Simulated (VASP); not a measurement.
Sc2Al, 6 atoms in the cell. It takes space group P6_3/mmc (No. 194, hexagonal). Conventional cell: a = 4.972 Å, b = 4.972 Å, c = 6.238 Å, α = 90.00°, β = 90.00°, γ = 120.00°. Sc (site symmetry -3m) has 8 Sc at 3.12 to 3.27 Å and 6 Al at 3.27 Å within 4.1 Å. Within 3.8 Å of Sc (site symmetry -6m2) lie 5 Al at 2.87 to 3.12 Å and 6 Sc at 3.27 Å. Al (site symmetry -6m2) has 11 Sc at 2.87 to 3.27 Å within 3.8 Å.  This cell differs from its parent crystal: strain +0.025 along x and y, +0.025 along z.

* Program: VASP 6.6.1
* Task: single point
* Functional: PBEsol
* Potentials or basis: VASP PAW PBE potentials, release 64 (Sc_sv, Al)
* Cutoff: 520 eV
* k mesh: 12 × 12 × 8
* Occupations: gaussian, width 0.15 eV
* Spin: no spin polarisation
* Dipole correction: no
* Further INCAR settings: ALGO = Fast; EDIFF = 1e-06; NBANDS = 34

Potentials or basis: VASP PAW PBE potentials, release 64 (Sc_sv, Al).

Command:

```sh
$ cat potpaw_PBE.64/Sc_sv/POTCAR potpaw_PBE.64/Al/POTCAR > POTCAR
$ mpirun -np 1 vasp_std > vasp.out
```

Hardware: 1 thread of Intel(R) Xeon(R) 6975P-C (Granite Rapids) (shared host).

Estimate the wall time of this run.

Run time: 4.9 min on 1 thread of Intel(R) Xeon(R) 6975P-C (Granite Rapids), with other jobs on the host, peak memory 0.49 GiB. Counts: scf iterations 20, k points 95.
